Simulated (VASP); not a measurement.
# Si (P1) in VASP: single point with r2SCAN

Aim: the single point of Si with r2SCAN.

Program: VASP 6.6.1. These are calculated values, not measurements. Logs are shortened: lines on timing, memory, paths and dates and some standing lists are left out, and cuts for length are marked.

**1. The cell of the first run**

The typed cell holds 12 atoms: a = 5.652 Å, b = 5.755 Å, c = 12.814 Å, α = 86.40°, β = 89.80°, γ = 141.22°.

**2. Single point, r2SCAN**

File POSCAR:

```
Si
1.0
    1.8169948038     -5.3520849735      0.0121152039
    1.9663626977      5.4054762455      0.1800933902
    0.6364927892      0.1988321386     12.7968026965
Si
12
Direct
    0.7547786055      0.2390512795      0.9446012407
    0.2438210718      0.7578002123      0.0538178061
    0.7590355104      0.2419248759      0.5544679391
    0.2397810210      0.7551918571      0.4453863612
    0.4230679347      0.5665610223      0.1570622157
    0.5724545368      0.4284386331      0.8428591688
    0.4312485523      0.5767274112      0.3436119684
    0.5738445402      0.4300072461      0.6587917000
    0.9720771123      0.0298623326      0.9091326863
    0.0315297466      0.9751348700      0.0904525469
    0.9704198702      0.0284506986      0.5902822126
    0.0279414982      0.9708495614      0.4095341542
```

File INCAR.step1:

```
SYSTEM = Si
PREC = Accurate
ENCUT = 520
ISMEAR = 0
SIGMA = 0.05
LREAL = .FALSE.
LASPH = .TRUE.
NELM = 100
NBANDS = 36
GGA = PE
ALGO = Normal
EDIFF = 1E-4
LWAVE = .TRUE.
LCHARG = .FALSE.
```

File INCAR.step2:

```
SYSTEM = Si
PREC = Accurate
ENCUT = 520
EDIFF = 1E-6
ISMEAR = 0
SIGMA = 0.05
LREAL = .FALSE.
LASPH = .TRUE.
NELM = 100
ALGO = Normal
ISIF = 2
LWAVE = .FALSE.
LCHARG = .TRUE.
METAGGA = R2SCAN
LMIXTAU = .TRUE.
LELF = .TRUE.
LVHAR = .TRUE.
NBANDS = 36
ISTART = 1
```

File KPOINTS:

```
Automatic mesh
0
G
  8 8 2
  0 0 0
```

Potentials or basis: VASP PAW PBE potentials, release 64 (Si).

The run is started by

```sh
$ cat potpaw_PBE.64/Si/POTCAR > POTCAR
$ cp INCAR.step1 INCAR
$ mpirun -np 1 vasp_std > vasp.out
$ cp INCAR.step2 INCAR
$ mpirun -np 1 vasp_std > vasp.out
```

OUTCAR:

```text
SYSTEM = Si
   PREC = Accurate
   ENCUT = 520
   EDIFF = 1E-6
   ISMEAR = 0
   LREAL = .FALSE.
   LASPH = .TRUE.
   NELM = 100
   ISIF = 2
   METAGGA = R2SCAN
   ISTART = 1

 ion  position               nearest neighbor table
   1  0.755  0.239  0.945-   2 2.23   6 2.35   9 2.35   2 2.49
   2  0.244  0.758  0.054-   1 2.23   5 2.36  10 2.37   1 2.49
   3  0.759  0.242  0.554-   4 2.24  11 2.32   8 2.45   4 2.47
   4  0.240  0.755  0.445-   3 2.24  12 2.33   7 2.41   3 2.47
   5  0.423  0.567  0.157-  10 2.28   2 2.36   7 2.39  10 2.42
   6  0.572  0.428  0.843-   9 2.26   1 2.35   8 2.36   9 2.45
   7  0.431  0.577  0.344-  12 2.30  12 2.36   5 2.39   4 2.41
   8  0.574  0.430  0.659-  11 2.29   6 2.36  11 2.39   3 2.45
   9  0.972  0.030  0.909-   6 2.26   1 2.35  10 2.39   6 2.45
  10  0.032  0.975  0.090-   5 2.28   2 2.37   9 2.39   5 2.42
  11  0.970  0.028  0.590-   8 2.29   3 2.32   8 2.39  12 2.42
  12  0.028  0.971  0.410-   7 2.30   4 2.33   7 2.36  11 2.42

  LATTYP: Found a triclinic cell.
 ALAT       =     3.7886130385
 B/A-ratio  =     1.4918697913
 C/A-ratio  =     3.3822838473
 COS(alpha) =     0.0034154792
 COS(beta)  =     0.1004852935
 COS(gamma) =     0.3077898457

  Lattice vectors:

 A1 = (  -3.7833575015,  -0.0533912720,  -0.1922085941)
 A2 = (  -1.8169948038,   5.3520849735,  -0.0121152039)
 A3 = (  -0.6364927892,  -0.1988321386, -12.7968026965)

Analysis of symmetry for initial positions (statically):
=====================================================================
 Subroutine PRICEL returns:
 Original cell was already a primitive cell.

 Routine SETGRP: Setting up the symmetry group for a
 triclinic supercell.

 Subroutine GETGRP returns: Found  1 space group operations
 (whereof  1 operations were pure point group operations)
 out of a pool of  2 trial point group operations.

The static configuration has the point symmetry C_1 .

Analysis of symmetry for dynamics (positions and initial velocities):
=====================================================================
 Subroutine PRICEL returns:
 Original cell was already a primitive cell.

 Routine SETGRP: Setting up the symmetry group for a
 triclinic supercell.

 Subroutine GETGRP returns: Found  1 space group operations
 (whereof  1 operations were pure point group operations)
 out of a pool of  2 trial point group operations.

The dynamic configuration has the point symmetry C_1 .

 Subroutine INISYM returns: Found  1 space group operations
 (whereof  1 operations are pure point group operations),
 and found     1 'primitive' translations

----------------------------------------------------------------------------------------

                                     Primitive cell

  volume of cell :     259.6465

  direct lattice vectors                    reciprocal lattice vectors
     1.816994804 -5.352084974  0.012115204     0.266273608 -0.096471662 -0.011745087
     1.966362698  5.405476246  0.180093390     0.263789383  0.089521772 -0.014511425
     0.636492789  0.198832139 12.796802697    -0.003964481 -0.001168535  0.078359863

  length of vectors
     5.652117343  5.754840513 12.814164684     0.283454340  0.278943664  0.078468788

  position of ions in fractional coordinates (direct lattice)
     0.754778606  0.239051280  0.944601241
     0.243821072  0.757800212  0.053817806
     0.759035510  0.241924876  0.554467939
     0.239781021  0.755191857  0.445386361
     0.423067935  0.566561022  0.157062216
     0.572454537  0.428438633  0.842859169
     0.431248552  0.576727411  0.343611968
     0.573844540  0.430007246  0.658791700
     0.972077112  0.029862333  0.909132686
     0.031529747  0.975134870  0.090452547
     0.970419870  0.028450699  0.590282213
     0.027941498  0.970849561  0.409534154

  ion indices of the primitive-cell ions
   primitive index   ion index
                 1           1
                 2           2
                 3           3
                 4           4
                 5           5
                 6           6
                 7           7
                 8           8
                 9           9
                10          10
                11          11
                12          12

----------------------------------------------------------------------------------------

 KPOINTS: Automatic mesh

Automatic generation of k-mesh.
 Grid dimensions read from file:
 generate k-points for:    8    8    2

 Generating k-lattice:

  Cartesian coordinates                     Fractional coordinates (reciprocal lattice)
     0.033284201 -0.012058958 -0.001468136     0.125000000  0.000000000  0.000000000
     0.032973673  0.011190221 -0.001813928     0.000000000  0.125000000 -0.000000000
    -0.001982241 -0.000584267  0.039179931     0.000000000  0.000000000  0.500000000

  Length of vectors
     0.035431792  0.034867958  0.039234394

  Shift w.r.t. Gamma in fractional coordinates (k-lattice)
     0.000000000  0.000000000  0.000000000

 Subroutine IBZKPT returns following result:
 ===========================================

 Found     68 irreducible k-points:

 Following reciprocal coordinates:
            Coordinates               Weight
  0.000000  0.000000  0.000000      1.000000
  0.125000 -0.000000 -0.000000      2.000000
  0.250000 -0.000000 -0.000000      2.000000
  0.375000 -0.000000 -0.000000      2.000000
  0.500000 -0.000000 -0.000000      1.000000
 -0.000000  0.125000 -0.000000      2.000000
[... 16 lines left out ...]
  0.125000  0.375000 -0.000000      2.000000
  0.250000  0.375000 -0.000000      2.000000
 [... further k-points ...]
   k-points           NKPTS =     68   k-points in BZ     NKDIM =     68   number of bands    NBANDS=     36
   number of dos      NEDOS =    301   number of ions     NIONS =     12
   total plane-waves  NPLWV = 193536
   dimension x,y,z NGX =    42 NGY =   48 NGZ =   96
   dimension x,y,z NGXF=    84 NGYF=   96 NGZF=  192
   ions per type =              12
   NGX,Y,Z   is equivalent  to a cutoff of  12.35, 13.87, 12.45 a.u.
   NGXF,Y,Z  is equivalent  to a cutoff of  24.71, 27.73, 24.91 a.u.
 SYSTEM =  Si
   PREC   = accura    normal or accurate (medium, high low for compatibility)
   ISTART =      1    job   : 0-new  1-cont  2-samecut
   ICHARG =      0    charge: 1-file 2-atom 10-const
   ISPIN  =      1    spin polarized calculation?
   LNONCOLLINEAR =      F non collinear calculations
   LSORBIT =      F    spin-orbit coupling
   LASPH  =      T    aspherical Exc in radial PAW
   ENCUT  =  520.0 eV  38.22 Ry    6.18 a.u.  10.51 10.70 23.83*2*pi/ulx,y,z
   NELM   =    100;   NELMIN=  2; NELMDL=  0     # of ELM steps
   EDIFF  = 0.1E-05   stopping-criterion for ELM
   LREAL  =      F    real-space projection
   EDIFFG = 0.1E-04   stopping-criterion for IOM
   NSW    =      0    number of steps for IOM
   IBRION =     -1    ionic relax: 0-MD 1-quasi-New 2-CG
   NFREE  =      0    steps in history (QN), initial steepest desc. (CG)
   ISIF   =      2    stress and relaxation
   ISYM   =      2    0-nonsym 1-usesym 2-fastsym
   POTIM  = 0.5000    time-step for ionic-motion
   TEBEG  =    0.0;   TEEND  =   0.0 temperature during run
   PSTRESS=    0.0 pullay stress
   NELECT =      48.0000    total number of electrons
   NUPDOWN=      -1.0000    fix difference up-down
   EMIN   =  10.00;   EMAX   =-10.00  energy-range for DOS
   EFERMI =   0.00;   METHOD = LEGACY
   ISMEAR =     0;   SIGMA  =   0.05  broadening in eV -4-tet -1-fermi 0-gaus
   EFERMI_NEDOS =   21; number of points for ismear=-14 and -15
   IALGO  =     38    algorithm
   IMIX   =      4    mixing-type and parameters
     AMIX     =   0.40;   BMIX     =  1.00
     AMIX_MAG =   1.60;   BMIX_MAG =  1.00
  volume/ion in A,a.u.               =      21.64       146.02
  Fermi-wavevector in a.u.,A,eV,Ry     =   0.932598  1.762354 11.833515  0.869739
  Thomas-Fermi vector in A             =   2.059212
   LORBIT       =      0    0 simple, 1 ext, 2 COOP (PROOUT), +10 PAW based schemes
   METAGGA = R2SCAN    functional components
   LHFCALC =     F    Hartree Fock is set to
   AEXX    =    0.0000 exact exchange contribution
   IVDW    =     0    specifies the selected vdW correction
   LEPSILON=     F    determine dielectric tensor
   LRPA    =     F    only Hartree local field effects (RPA)
 non-spin polarized calculation
 Gauss-broadening in eV      SIGMA  =   0.05
  energy-cutoff  :      520.00
  volume of cell :      259.65
 maximum number of plane-waves:      7028
   NGX = 21   NGY = 21   NGZ = 47

 number of electron      48.0000000 magnetization

 Free energy of the ion-electron system (eV)
  ---------------------------------------------------
  ext. energy  EPLUGINS =         0.00000000
  ---------------------------------------------------
  free energy    TOTEN  =      -103.20846131 eV

  energy without entropy =     -103.20846131  energy(sigma->0) =     -103.20846131

 E-fermi :   5.3876     XC(G=0):  -9.3757

 val. band max:        5.1474887583   @ k =   0.5000   0.5000  -0.0000
 cond. band min:       5.7971806217   @ k =   0.2500   0.2500  -0.0000
 fundamental gap:      0.6496918634
 Fermi energy:         5.3875528740

 k-point     1 :       0.0000    0.0000    0.0000
  band No.  band energies     occupation
      1      -7.6441      2.00000
      2      -7.3077      2.00000
      3      -5.9921      2.00000
      4      -4.6435      2.00000
      5      -4.1272      2.00000
      6      -3.3297      2.00000
[... 28 lines left out ...]
     35       9.0088      0.00000
     36       9.6556      0.00000
[... 866 lines left out ...]
      6      -4.0795      2.00000
[... 28 lines left out ...]
     35       9.2100      0.00000
     36       9.4525      0.00000

 [... further k-points ...]

------------------------ aborting loop because EDIFF is reached ----------------------------------------

  FORCE on cell =-STRESS in cart. coord.  units (eV):
  Direction    XX          YY          ZZ          XY          YZ          ZX
  --------------------------------------------------------------------------------------
  -------------------------------------------------------------------------------------
  Total        4.9543383     -1.0703454     -1.0687476     -2.9548479     -3.4492941    -12.0705611
  in kB       30.5712926     -6.6046848     -6.5948253    -18.2332162    -21.2842508    -74.4827328
  external PRESSURE =       5.7905942 kB  Pullay stress =       0.0000000 kB

 VOLUME and BASIS-vectors are now :
 -----------------------------------------------------------------------------
  energy-cutoff  :      520.00
  volume of cell :      259.65
      direct lattice vectors                 reciprocal lattice vectors
     1.816994804 -5.352084974  0.012115204     0.266273608 -0.096471662 -0.011745087
     1.966362698  5.405476246  0.180093390     0.263789383  0.089521772 -0.014511425
     0.636492789  0.198832139 12.796802697    -0.003964481 -0.001168535  0.078359863

 POSITION                                       TOTAL-FORCE (eV/Angst)
 -----------------------------------------------------------------------------------
      2.44272     -2.55964     12.14007         1.527044     -0.191473     -0.296707
      1.96739      2.80202      0.82812        -1.510529      0.321178      0.392651
      2.20779     -2.64446      7.14818        -1.391789      0.342072      0.591132
      2.20415      2.88740      5.83843         1.410786     -0.035586     -0.460891
      1.98275      0.82947      2.11705        -0.530442     -0.053270      0.362582
      2.41909     -0.58032     10.87000         0.952290      0.056363     -0.191678
      2.13634      0.87773      4.50622         0.241698      0.265965     -0.377750
      2.30754     -0.61588      8.51482        -0.625208     -0.396243     -0.148750
      2.40364     -4.86045     11.65115        -0.749734      0.250115      0.079153
      2.03233      5.12030      1.33350         0.358661     -0.370997     -0.076732
      2.19490     -4.92261      7.57061         0.407269     -0.248761     -0.179263
      2.22048      5.17979      5.41591        -0.090044      0.060638      0.306252
 -----------------------------------------------------------------------------------
    total drift:                                0.000015      0.000114     -0.000290

  FREE ENERGIE OF THE ION-ELECTRON SYSTEM (eV)
  ---------------------------------------------------
  free  energy   TOTEN  =      -103.2084613150 eV

  energy  without entropy=     -103.2084613150  energy(sigma->0) =     -103.20846131
```

It took 64 min on 1 thread of Oxide Virtual Turin-like, shared host; peak memory 0.71 GiB.

Results:

```yaml
Free_energy: -103.2085 eV
Pressure: 0.6 GPa
Largest_force: 1.593 eV/Å
Band_gap_on_the_k_mesh: 0.65 eV (least direct gap 0.85 eV)
```

Forces in eV/Å, atoms in the order of the input:
```
Si   1.527 -0.191 -0.297
Si  -1.511  0.321  0.393
Si  -1.392  0.342  0.591
Si   1.411 -0.036 -0.461
Si  -0.530 -0.053  0.363
Si   0.952  0.056 -0.192
Si   0.242  0.266 -0.378
Si  -0.625 -0.396 -0.149
Si  -0.750  0.250  0.079
Si   0.359 -0.371 -0.077
Si   0.407 -0.249 -0.179
Si  -0.090  0.061  0.306
```

Caveat: the PAW data sets were made with another functional, which shifts forces and pressure a little.
